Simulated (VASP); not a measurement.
Wanted: the native input for a VASP 6.6.1 run.

| Quantity | Value |
| --- | --- |
| Task | single point |
| Functional | PBE |
| Potentials or basis | VASP PAW PBE potentials, release 64 (Ru_pv) |
| Cutoff | 520 eV |
| k mesh | 17 × 17 × 17 |
| Occupations | fermi-dirac, width 0.0612256 eV |
| Spin | no spin polarisation |
| Dipole correction | no |
| Further INCAR settings | ALGO = Normal; EDIFF = 1e-06; NBANDS = 21 |

The structure of Ru lies in POSCAR:

```
Ru
1.0
    0.0000000000      2.7817466122      2.7817466122
    2.7817466122      0.0000000000      2.7817466122
    2.7817466122      2.7817466122      0.0000000000
Ru
2
Direct
    0.0000000000      0.0000000000      0.0000000000
    0.2500000000      0.2500000000      0.2500000000
```

This isn't the form of Ru at room conditions, which is hcp.

These files were run (other wordings do the same):

INCAR

```
PREC = Accurate ; ENCUT = 520
EDIFF = 1E-6 ; ISMEAR = -1
SIGMA = 0.06122561905347299 ; LREAL = False
LASPH = True ; NELM = 80
ALGO = Normal ; ISIF = 2
LWAVE = False ; LCHARG = False
GGA = PE ; NBANDS = 21
```

KPOINTS

```
regular mesh
0
Gamma
  17 17 17
```

Potentials or basis: VASP PAW PBE potentials, release 64 (Ru_pv).

Command:

```console
$ cat potpaw_PBE.64/Ru_pv/POTCAR > POTCAR
$ mpirun -np 1 vasp_std > vasp.out
```

Results of the run:

```json
{"Pressure": "-8.2 GPa", "Band gap on the k mesh": "zero (bands 14 and 15 overlap by 0.91 eV)"}
```

Caveat: the cell stands under tension.

It took 3.4 min on 1 thread of Intel Xeon 8259CL, with other jobs on the host, peak memory 0.25 GiB.
